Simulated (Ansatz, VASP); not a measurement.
# Cd: VASP beside Ansatz

INCAR

```
PREC = Accurate ; ENCUT = 600
EDIFF = 1E-6 ; ISMEAR = -1
SIGMA = 0.1 ; LREAL = False
LASPH = True ; NELM = 80
ALGO = Normal ; ISIF = 3
LWAVE = False ; LCHARG = False
GGA = PE ; IBRION = 2
NSW = 60 ; EDIFFG = -0.005
```

KPOINTS

```
Automatic mesh
0
Gamma
  14 14 13
```

Contents of POSCAR:

```
Cd
1.0
    3.0905317363      0.0000000000      0.0000000000
   -1.5452658682      2.6764789948      0.0000000000
    0.0000000000      0.0000000000      2.9050998321
Cd
1
Direct
    0.0000000000      0.0000000000      0.0000000000
```

Input for Ansatz:

```yaml
crystal:
  lattice:
    - [3.0905317363, 0.0, 0.0]
    - [-1.5452658682, 2.6764789948, 0.0]
    - [0.0, 0.0, 2.9050998321]
  atoms:
    - { symbol: Cd, position: [0.0, 0.0, 0.0] }
kpoints:
  mp_grid: { grid: [14, 14, 13] }
scf:
  occupations: { method: fermi_dirac, width: 0.1 }
hamiltonian:
  xc: pbe
  pseudopotentials: { kind: paw }
output:
  forces: true
  stress: true
relax:
  f_tol: 0.005
  max_steps: 40
  cell: {}
```

Alike in both runs: task relaxation of cell and atoms; functional PBE; k mesh 14 × 14 × 13; occupations fermi-dirac, width 0.1 eV; no spin polarisation.

|  | VASP | Ansatz |
| --- | --- | --- |
| version | VASP 6.6.1 | Ansatz 0.2.0 |
| potentials or method | VASP PAW PBE potentials, release 64 (Cd) | PAW with Ansatz's default frozen-core files, scalar-relativistic |
| plane-wave cutoff (eV) | 600 | 420 |
| valence electrons in the cell | 12 | 20 |

VASP gave:

| Property | Result |
| --- | --- |
| relaxed volume (Å³/atom) | 25.37 |
| relaxed cell length with the largest relative difference (Å) | 3.046 |

Task: What did Ansatz give for the same quantities?

Result: Relaxed volume (Å³/atom): 25.25; relaxed cell length with the largest relative difference (Å): 3.040.

VASP's potentials hold 12 valence electrons a cell and Ansatz's 20, so a difference there can come from the potentials and not from the codes.
